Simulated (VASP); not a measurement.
# W: single point with PBE

The system is W.

```
CELL_PARAMETERS angstrom
-1.52708 1.52708 1.52708
1.52708 -1.52708 1.52708
1.52708 1.52708 -1.52708
ATOMIC_POSITIONS crystal
W 0.00000 0.00000 0.00000
```

```
Program                : VASP 6.6.1
Task                   : single point
Functional             : PBE
Potentials or basis    : VASP PAW PBE potentials, release 64 (W_sv)
Cutoff                 : 520 eV
k mesh                 : 18 × 18 × 18
Occupations            : fermi-dirac, width 0.08 eV
Spin                   : no spin polarisation
Dipole correction      : no
Further INCAR settings : ALGO = Normal; EDIFF = 1e-07; NBANDS = 13
```

| Quantity | Value |
| --- | --- |
| Pressure | 50.3 GPa |
| Band gap on the k mesh | zero (band 7 reaches 19.05 eV, above the bottom of band 8 at 11.63 eV) |

Levels at points of the mesh, in eV from the Fermi level:
```csv
k point,band 3,band 4,band 5,band 6,band 7,band 8,band 9,band 10,band 11,band 12
"(0.00, 0.00, 0.00)",-37.44,-37.44,-10.22,-1.43,-1.43,-1.43,2.51,2.51,14.74,14.74
"(0.50, 0.00, 0.00)",-38.02,-37.45,-7.02,-4.13,1.12,2.48,3.60,7.17,11.75,12.95
"(0.50, 0.50, 0.50)",-38.69,-38.69,-6.76,-6.76,5.98,5.98,5.98,9.18,9.18,9.18
```

Wall time 12 s on 1 thread of Intel(R) Xeon(R) 6975P-C (Granite Rapids), on a shared host, peak memory 0.15 GiB.

Caveat: spin-orbit coupling is left out, which moves the levels of the heavy elements.
